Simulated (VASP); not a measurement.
Wanted: the native input for a VASP 6.6.1 run.

```
Task                   : single point
Functional             : PBEsol
Potentials or basis    : VASP PAW PBE potentials, release 64 (Rh_pv)
Cutoff                 : 520 eV
k mesh                 : 16 × 16 × 16
Occupations            : fermi-dirac, width 0.08 eV
Spin                   : no spin polarisation
Dipole correction      : no
Further INCAR settings : ALGO = Normal; EDIFF = 1e-06; NBANDS = 14
```

The structure of Rh lies in POSCAR:

```
Rh
1.0
    0.0000000000      1.8758502280      1.8758502280
    1.8758502280      0.0000000000      1.8758502280
    1.8758502280      1.8758502280      0.0000000000
Rh
1
Direct
    0.0000000000      0.0000000000      0.0000000000
```

This cell differs from its parent crystal: volume scaled by 0.96.

These files were run (other wordings do the same):

INCAR

```
SYSTEM = Rh
PREC     = Accurate       ! precision mode
ENCUT    = 520            ! plane-wave cutoff, eV
EDIFF    = 1E-6           ! SCF threshold, eV
ISMEAR   = -1             ! smearing method
SIGMA    = 0.08           ! smearing width, eV
LREAL    = .False.        ! projectors in reciprocal space
LASPH    = .True.         ! aspherical terms in the spheres
NELM     = 60             ! most SCF steps
ALGO     = Normal         ! electronic algorithm
ISIF     = 2              ! what is computed and relaxed
LWAVE    = .False.        ! write WAVECAR
LCHARG   = .False.        ! write CHGCAR
GGA      = PS             ! functional
NBANDS   = 14             ! bands
```

KPOINTS

```
regular mesh
0
Gamma
  16 16 16
  0 0 0
```

Potentials or basis: VASP PAW PBE potentials, release 64 (Rh_pv).

Launch:

```console
$ cat potpaw_PBE.64/Rh_pv/POTCAR > POTCAR
$ mpirun -np 1 vasp_std > vasp.out
```

It gave:

The pressure is 7.2 GPa.

Caveat: the PAW data sets were made with another functional, which shifts forces and pressure a little.

It took 8.2 s on 1 thread of Intel(R) Xeon(R) 6975P-C (Granite Rapids) (shared host), peak memory 0.14 GiB.
